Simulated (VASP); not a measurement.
# C (Pm-3m) in VASP: a series of runs, part 2 of 2

VASP 6.6.1.

## Step 5: Relaxation of cell and atoms, PBEsol, target pressure 390 GPa, at which the enthalpy is minimised

This run uses another cell than the first one, of 3.61 Å³/atom, 1.051 times its volume.

The input, INCAR:

```
ALGO = Normal
EDIFF = 1E-7
EDIFFG = -0.005
ENCUT = 600
GGA = PS
GGA_COMPAT = F
IBRION = 2
ISIF = 3
ISMEAR = -1
LASPH = T
LCHARG = F
LREAL = F
LWAVE = F
NELM = 120
NELMIN = 4
NSW = 60
PREC = Accurate
PSTRESS = 3900.0
SIGMA = 0.08
```

The input, KPOINTS:

```
k-points
0
Gamma
  25 25 25
```

The input, POSCAR:

```
C
1.0
    1.5336831307      0.0000000000      0.0000000000
    0.0000000000      1.5336831307      0.0000000000
    0.0000000000      0.0000000000      1.5336831307
C
1
Direct
    0.0000000000      0.0000000000      0.0000000000
```

Potentials or basis: VASP PAW PBE potentials, release 64 (C).

On the command line:

```bash
cat potpaw_PBE.64/C/POTCAR > POTCAR
mpirun -np 1 vasp_std > vasp.out
```

OUTCAR:

```text
EDIFF = 1E-7
   EDIFFG = -0.005
   ENCUT = 600
   GGA = PS
   IBRION = 2
   ISIF = 3
   ISMEAR = -1
   LASPH = T
   LREAL = F
   NELM = 120
   NELMIN = 4
   NSW = 60
   PREC = Accurate
   PSTRESS = 3900.0

 ion  position               nearest neighbor table
   1  0.000  0.000  0.000-

  LATTYP: Found a simple cubic cell.
 ALAT       =     1.5336831307

  Lattice vectors:

 A1 = (   1.5336831307,   0.0000000000,   0.0000000000)
 A2 = (   0.0000000000,   1.5336831307,   0.0000000000)
 A3 = (   0.0000000000,   0.0000000000,   1.5336831307)

Analysis of symmetry for initial positions (statically):
=====================================================================
 Subroutine PRICEL returns:
 Original cell was already a primitive cell.

 Routine SETGRP: Setting up the symmetry group for a
 simple cubic supercell.

 Subroutine GETGRP returns: Found 48 space group operations
 (whereof 48 operations were pure point group operations)
 out of a pool of 48 trial point group operations.

The static configuration has the point symmetry O_h .

Analysis of symmetry for dynamics (positions and initial velocities):
=====================================================================
 Subroutine PRICEL returns:
 Original cell was already a primitive cell.

 Routine SETGRP: Setting up the symmetry group for a
 simple cubic supercell.

 Subroutine GETGRP returns: Found 48 space group operations
 (whereof 48 operations were pure point group operations)
 out of a pool of 48 trial point group operations.

The dynamic configuration has the point symmetry O_h .

 Subroutine INISYM returns: Found 48 space group operations
 (whereof 48 operations are pure point group operations),
 and found     1 'primitive' translations

----------------------------------------------------------------------------------------

                                     Primitive cell

  volume of cell :       3.6075

  direct lattice vectors                    reciprocal lattice vectors
     1.533683131  0.000000000  0.000000000     0.652025167  0.000000000  0.000000000
     0.000000000  1.533683131  0.000000000     0.000000000  0.652025167  0.000000000
     0.000000000  0.000000000  1.533683131     0.000000000  0.000000000  0.652025167

  length of vectors
     1.533683131  1.533683131  1.533683131     0.652025167  0.652025167  0.652025167

  position of ions in fractional coordinates (direct lattice)
     0.000000000  0.000000000  0.000000000

  ion indices of the primitive-cell ions
   primitive index   ion index
                 1           1

----------------------------------------------------------------------------------------

 KPOINTS: k-points

Automatic generation of k-mesh.
 Grid dimensions read from file:
 generate k-points for:   25   25   25

 Generating k-lattice:

  Cartesian coordinates                     Fractional coordinates (reciprocal lattice)
     0.026081007  0.000000000  0.000000000     0.040000000  0.000000000  0.000000000
     0.000000000  0.026081007  0.000000000     0.000000000  0.040000000  0.000000000
     0.000000000  0.000000000  0.026081007     0.000000000  0.000000000  0.040000000

  Length of vectors
     0.026081007  0.026081007  0.026081007

  Shift w.r.t. Gamma in fractional coordinates (k-lattice)
     0.000000000  0.000000000  0.000000000

 Subroutine IBZKPT returns following result:
 ===========================================

 Found    455 irreducible k-points:

 Following reciprocal coordinates:
            Coordinates               Weight
  0.000000  0.000000  0.000000      1.000000
  0.040000  0.000000  0.000000      6.000000
  0.080000  0.000000  0.000000      6.000000
  0.120000  0.000000  0.000000      6.000000
  0.160000  0.000000  0.000000      6.000000
  0.200000  0.000000  0.000000      6.000000
[... 16 lines left out ...]
  0.400000  0.040000  0.000000     24.000000
  0.440000  0.040000  0.000000     24.000000
 [... further k-points ...]
   k-points           NKPTS =    455   k-points in BZ     NKDIM =    455   number of bands    NBANDS=      6
   number of dos      NEDOS =    301   number of ions     NIONS =      1
   total plane-waves  NPLWV =   1728
   dimension x,y,z NGX =    12 NGY =   12 NGZ =   12
   dimension x,y,z NGXF=    24 NGYF=   24 NGZF=   24
   ions per type =               1
   NGX,Y,Z   is equivalent  to a cutoff of  13.01, 13.01, 13.01 a.u.
   NGXF,Y,Z  is equivalent  to a cutoff of  26.02, 26.02, 26.02 a.u.
 SYSTEM =  unknown system
   PREC   = accura    normal or accurate (medium, high low for compatibility)
   ISTART =      0    job   : 0-new  1-cont  2-samecut
   ICHARG =      2    charge: 1-file 2-atom 10-const
   ISPIN  =      1    spin polarized calculation?
   LNONCOLLINEAR =      F non collinear calculations
   LSORBIT =      F    spin-orbit coupling
   LASPH  =      T    aspherical Exc in radial PAW
   ENCUT  =  600.0 eV  44.10 Ry    6.64 a.u.   3.06  3.06  3.06*2*pi/ulx,y,z
   NELM   =    120;   NELMIN=  4; NELMDL= -5     # of ELM steps
   EDIFF  = 0.1E-06   stopping-criterion for ELM
   LREAL  =      F    real-space projection
   EDIFFG = -.5E-02   stopping-criterion for IOM
   NSW    =     60    number of steps for IOM
   IBRION =      2    ionic relax: 0-MD 1-quasi-New 2-CG
   NFREE  =      1    steps in history (QN), initial steepest desc. (CG)
   ISIF   =      3    stress and relaxation
   ISYM   =      2    0-nonsym 1-usesym 2-fastsym
   POTIM  = 0.5000    time-step for ionic-motion
   TEBEG  =    0.0;   TEEND  =   0.0 temperature during run
   PSTRESS= 3900.0 pullay stress
   NELECT =       4.0000    total number of electrons
   NUPDOWN=      -1.0000    fix difference up-down
   EMIN   =  10.00;   EMAX   =-10.00  energy-range for DOS
   EFERMI =   0.00;   METHOD = LEGACY
   ISMEAR =    -1;   SIGMA  =   0.08  broadening in eV -4-tet -1-fermi 0-gaus
   EFERMI_NEDOS =   21; number of points for ismear=-14 and -15
   IALGO  =     38    algorithm
   IMIX   =      4    mixing-type and parameters
     AMIX     =   0.40;   BMIX     =  1.00
     AMIX_MAG =   1.60;   BMIX_MAG =  1.00
  volume/ion in A,a.u.               =       3.61        24.34
  Fermi-wavevector in a.u.,A,eV,Ry     =   1.694439  3.202025 39.063992  2.871122
  Thomas-Fermi vector in A             =   2.775664
   LORBIT       =      0    0 simple, 1 ext, 2 COOP (PROOUT), +10 PAW based schemes
   GGA     = PS    functional components
   LHFCALC =     F    Hartree Fock is set to
   AEXX    =    0.0000 exact exchange contribution
   IVDW    =     0    specifies the selected vdW correction
   LEPSILON=     F    determine dielectric tensor
   LRPA    =     F    only Hartree local field effects (RPA)
 conjugate gradient relaxation of ions
 non-spin polarized calculation
  energy-cutoff  :      600.00
  volume of cell :        3.61
 maximum number of plane-waves:       136
   NGX =  7   NGY =  7   NGZ =  7

--------------------------------------- Ionic step        1  -------------------------------------------

 number of electron       3.9999999 magnetization

 Free energy of the ion-electron system (eV)
  ---------------------------------------------------
  ext. energy  EPLUGINS =         0.00000000
  ---------------------------------------------------
  free energy    TOTEN  =        -5.72659525 eV

  energy without entropy =       -5.72361176  energy(sigma->0) =       -5.72510350

------------------------ aborting loop because EDIFF is reached ----------------------------------------

  FORCE on cell =-STRESS in cart. coord.  units (eV):
  Direction    XX          YY          ZZ          XY          YZ          ZX
  --------------------------------------------------------------------------------------
  -------------------------------------------------------------------------------------
  Total        7.1883207      7.1883207      7.1883207     -0.0000000      0.0000000     -0.0000000
  in kB     3192.5014577   3192.5014577   3192.5014577     -0.0000000      0.0000000     -0.0000000
  external PRESSURE =    -707.4985423 kB  Pullay stress =    3900.0000000 kB
[... 209 lines left out ...]
--------------------------------------- Ionic step        7  -------------------------------------------

 number of electron       4.0000001 magnetization

 Free energy of the ion-electron system (eV)
  ---------------------------------------------------
  ext. energy  EPLUGINS =         0.00000000
  ---------------------------------------------------
  free energy    TOTEN  =        -5.35076241 eV

  energy without entropy =       -5.34766075  energy(sigma->0) =       -5.34921158

 E-fermi :  20.7284     XC(G=0): -16.4478

 val. band max:       20.6658314024   @ k =   0.2400   0.2000   0.2000
 cond. band min:      20.7470573547   @ k =   0.4800   0.4000   0.2800
 fundamental gap:      0.0812259523
 Fermi energy:        20.7283513244

 k-point     1 :       0.0000    0.0000    0.0000
  band No.  band energies     occupation
      1     -10.8346      2.00000
      2      33.8698      0.00000
      3      33.8698      0.00000
      4      33.8698      0.00000
      5      51.1172      0.00000
      6      51.1172      0.00000
[... 199 lines left out ...]
 k-point    24 :       0.4400    0.0400    0.0000
  band No.  band energies     occupation
      1      -1.1190      2.00000
      2       6.1807      2.00000
      3      38.9310      0.00000
      4      39.4870      0.00000
      5      58.6874      0.00000
      6      62.1484      0.00000

 [... further k-points ...]
[... 5 lines left out ...]
  --------------------------------------------------------------------------------------
  -------------------------------------------------------------------------------------
  Total        8.3668054      8.3668054      8.3668054     -0.0000000      0.0000000      0.0000000
  in kB     3900.0094723   3900.0094723   3900.0094723     -0.0000000      0.0000000      0.0000000
  external PRESSURE =       0.0094723 kB  Pullay stress =    3900.0000000 kB
[... 20 lines left out ...]
  energy  without entropy=       -5.3476607481  energy(sigma->0) =       -5.34921158

  enthalpy is  TOTEN    =         3.0160227161 eV   P V=        8.3667851249

 reached required accuracy - stopping structural energy minimisation
```

OSZICAR:

```text
N       E                     dE             d eps       ncg     rms          rms(c)
DAV:   1    -0.215822529774E+01   -0.21582E+01   -0.33685E+03  6102   0.798E+02
DAV:   2    -0.587316547555E+01   -0.37149E+01   -0.34639E+01  6936   0.591E+01
DAV:   3    -0.588298543616E+01   -0.98200E-02   -0.98182E-02  6450   0.328E+00
[... 44 lines left out ...]
   6 F= 0.30160498E+01 E0= 0.30176027E+01  d E =0.243843E-04
       N       E                     dE             d eps       ncg     rms          rms(c)
DAV:   1    -0.535076435516E+01    0.10576E-01   -0.20501E-04  5646   0.155E-01    0.149E-02
DAV:   2    -0.535076299760E+01    0.13576E-05   -0.63213E-07  6216   0.945E-03    0.801E-03
DAV:   3    -0.535076241060E+01    0.58700E-06   -0.77738E-07  5832   0.802E-03    0.123E-03
DAV:   4    -0.535076240874E+01    0.18608E-08   -0.97386E-10  2814   0.467E-04
   7 F= 0.30160227E+01 E0= 0.30175735E+01  d E =-.273659E-05
```

CONTCAR:

```text
C
   1.00000000000000
     1.5091585331176052   -0.0000000000000000   -0.0000000000000000
    -0.0000000000000000    1.5091585331176047    0.0000000000000000
    -0.0000000000000000    0.0000000000000000    1.5091585331176050
  C
     1
Direct
     0.0000000000000000    0.0000000000000000    0.0000000000000000

  0.00000000E+00  0.00000000E+00  0.00000000E+00
```

Wall time 32 s (1 thread of Intel Xeon 8259CL, shared host); peak memory 0.11 GiB.

What came out:

- Free energy: -5.3508 eV
- Relaxed volume: 3.44 Å³/atom
- Relaxed cell: a = 1.509 Å, b = 1.509 Å, c = 1.509 Å, α = 90.00°, β = 90.00°, γ = 90.00°
- Space group after relaxing (to 0.05 Å): Pm-3m (No. 221)
- Energy change on relaxing (the enthalpy is what falls): +375.8 meV/atom
- Ionic steps: 7
- Pressure after relaxing: 390.0 GPa
- Band gap on the k mesh: zero (band 2 reaches 33.87 eV, above the bottom of band 3 at 18.19 eV)

The path:
| step | energy change (eV) | largest force (eV/Å) | pressure (GPa) | volume (Å³) |
| --- | --- | --- | --- | --- |
| 1 | 0.0000 | 0.0000 | 319.25 | 3.61 |
| 2 | 2.4959 | 0.0000 | 792.36 | 2.84 |
| 3 | 0.3399 | 0.0000 | 383.29 | 3.45 |
| 4 | 0.3712 | 0.0000 | 389.13 | 3.44 |
| 5 | 0.3793 | 0.0000 | 390.64 | 3.44 |
| 6 | 0.3653 | 0.0000 | 388.01 | 3.44 |
| 7 | 0.3758 | 0.0000 | 390.00 | 3.44 |

Final structure:
```
C
1.0
     1.50916    0.00000    0.00000
     0.00000    1.50916    0.00000
     0.00000    0.00000    1.50916
C
1
Direct
  0.00000 0.00000 0.00000
```

Levels at points of the mesh, in eV from the Fermi level:
| k point | band 1 | band 2 | band 3 | band 4 | band 5 |
| --- | --- | --- | --- | --- | --- |
| (0.00, 0.00, 0.00) | -31.56 | 13.14 | 13.14 | 13.14 | 30.39 |

Caveat: the cell is relaxed towards a set pressure, so the enthalpy falls and the energy may rise; the PAW data sets were made with another functional, which shifts forces and pressure a little.

## Step 6: The runs side by side

```tsv
task	cell	gap on the mesh (eV)	pressure (GPa)
single point	a = 1.508 Å, 1 atom	none	392.3
single point	a = 1.509 Å, 1 atom	none	391.5
relaxation of cell and atoms	relaxed to 390 GPa from a = 1.508 Å, 1 atom	none	390.0
relaxation of cell and atoms	relaxed to 390 GPa from a = 1.534 Å, 1 atom	none	390.0
```

Alike in all rows: level PBEsol; potentials or basis VASP PAW PBE potentials, release 64 (C); no spin polarisation; k mesh 25 × 25 × 25; cutoff (eV) 600; smearing fermi-dirac 0.08 eV.

Caveats: the PAW data sets were made with another functional, which shifts forces and pressure a little; the cell is relaxed towards a set pressure, so the enthalpy falls and the energy may rise (some runs).

Total energies depend on the potentials used, so only differences within one code and one set of settings carry meaning.
